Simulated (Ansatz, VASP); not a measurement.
SiNi3 in VASP and in Ansatz

File INCAR:

```
  PREC = Accurate
  ENCUT = 520
  EDIFF = 1E-7
  ISMEAR = -1
  SIGMA = 0.02
  LREAL = False
  LASPH = True
  NELM = 100
  ALGO = Normal
  ISIF = 2
  LWAVE = False
  LCHARG = True
  GGA = PE
  LELF = True
  LVHAR = True
  NBANDS = 25
```

The input KPOINTS:

```
Automatic mesh
0
Gamma
  6 6 6
```

Contents of POSCAR:

```
SiNi3
1.0
    3.5410828615      0.0000000000      0.0000000000
    0.0000000000      3.5410828615      0.0000000000
    0.0000000000      0.0000000000      3.5410828615
Si Ni
1 3
Direct
    0.0000000000      0.0000000000      0.0000000000
    0.0000000000      0.5000000000      0.5000000000
    0.5000000000      0.0000000000      0.5000000000
    0.5000000000      0.5000000000      0.0000000000
```

Input for Ansatz:

```yaml
crystal:
  lattice:
    - [3.5410828615, 0.0, 0.0]
    - [0.0, 3.5410828615, 0.0]
    - [0.0, 0.0, 3.5410828615]
  atoms:
    - { symbol: Si, position: [0.0, 0.0, 0.0] }
    - { symbol: Ni, position: [0.0, 0.5, 0.5] }
    - { symbol: Ni, position: [0.5, 0.0, 0.5] }
    - { symbol: Ni, position: [0.5, 0.5, 0.0] }
kpoints:
  mp_grid: { grid: [6, 6, 6] }
hamiltonian:
  xc: pbe
scf:
  occupations: { method: fermi_dirac, width: 0.02 }
  n_extra_bands: 5
output:
  forces: true
  stress: true
  eigenvalues: true
```

Alike in both runs: task single point; functional PBE; k mesh 6 × 6 × 6; occupations fermi-dirac, width 0.02 eV; no spin polarisation.

|  | VASP | Ansatz |
| --- | --- | --- |
| version | VASP 6.6.1 | Ansatz 0.2.0 |
| potentials or method | VASP PAW PBE potentials, release 64 (Si, Ni) | plane waves, PAW |
| plane-wave cutoff (eV) | 520 | 420 |
| valence electrons in the cell | 34 | 58 |

|  | VASP | Ansatz | Ansatz less VASP |
| --- | --- | --- | --- |
| pressure (GPa) | -5.8 | -5.9 | -0.08 |

The functional is the same, so the differences come from potentials, cutoffs and numerics. VASP's potentials hold 34 valence electrons a cell and Ansatz's 58, so a difference there can come from the potentials and not from the codes.
